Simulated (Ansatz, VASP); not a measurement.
# Two plane-wave programs on FeSi

```
CELL_PARAMETERS angstrom
4.49170 0.00000 0.00000
0.00000 4.49170 0.00000
0.00000 0.00000 4.49170
ATOMIC_POSITIONS crystal
Fe 0.86398 0.63602 0.36398
Fe 0.63602 0.36398 0.86398
Fe 0.36398 0.86398 0.63602
Fe 0.13602 0.13602 0.13602
Si 0.15927 0.34073 0.65927
Si 0.34073 0.65927 0.15927
Si 0.65927 0.15927 0.34073
Si 0.84073 0.84073 0.84073
```

Alike in both runs: task single point; functional PBE; k mesh 6 × 6 × 6; no spin polarisation.

```csv
,VASP,Ansatz
version,VASP 6.6.1,Ansatz 0.2.0
potentials or method,"VASP PAW PBE potentials, release 64 (Fe, Si)","plane waves, PAW"
plane-wave cutoff (eV),600,420
occupations,"gaussian, width 0.01 eV",fixed
valence electrons in the cell,48,80
```

Ansatz gave:

```
gap on the k mesh at the Fermi level (eV) : 0.17
pressure (GPa)                            : -6.4
rms of the force components (eV/Å)        : 0.053
```

Which values does VASP return?

gap on the k mesh at the Fermi level (eV): 0.17; pressure (GPa): -6.2; rms of the force components (eV/Å): 0.041.

Atom by atom the forces differ by 0.013 eV/Å (rms over components). VASP's potentials hold 48 valence electrons a cell and Ansatz's 80, so a difference there can come from the potentials and not from the codes.
